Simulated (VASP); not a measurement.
Write the native input for VASP 6.6.1 that does the following.

```
Task                   : electric field gradients
Functional             : PBEsol
Potentials or basis    : VASP PAW PBE potentials, release 64 (Cu)
Cutoff                 : 520 eV
k mesh                 : 19 × 19 × 19
Occupations            : fermi-dirac, width 0.08 eV
Spin                   : no spin polarisation
Dipole correction      : no
Further INCAR settings : ALGO = Normal; EDIFF = 1e-08; NBANDS = 12
```

The structure of Cu lies in POSCAR:

```
Cu
1.0
    0.0000000000      1.7713500000      1.8075000000
    1.7713500000      0.0000000000      1.8075000000
    1.7713500000      1.7713500000      0.0000000000
Cu
1
Direct
    0.0000000000      0.0000000000      0.0000000000
```

This cell differs from its parent crystal: equal xx and yy strain of -2 %.

These files were run (other wordings do the same):

INCAR

```
PREC = Accurate
ENCUT = 520
EDIFF = 1E-8
ISMEAR = -1
SIGMA = 0.08
LREAL = F
LASPH = T
NELM = 60
ALGO = Normal
ISIF = 2
LWAVE = F
LCHARG = F
GGA = PS
LEFG = T
NBANDS = 12
```

KPOINTS

```
regular mesh
0
Gamma
  19 19 19
```

Potentials or basis: VASP PAW PBE potentials, release 64 (Cu).

Launch:

```sh
$ cat potpaw_PBE.64/Cu/POTCAR > POTCAR
$ mpirun -np 1 vasp_std > vasp.out
```

It gave:

```json
{"Pressure": "0.2 GPa"}
```

Caveat: the cell differs from its parent crystal (equal xx and yy strain of -2 %); without QUAD_EFG the Cq values of the log hold for a quadrupole moment of 1 mb, not for the nuclei; the PAW data sets were made with another functional, which shifts forces and pressure a little.

Run time: 100 s on 1 thread of AMD EPYC 7R43 64-Core Processor (Zen 3), on a shared host, peak memory 0.15 GiB.
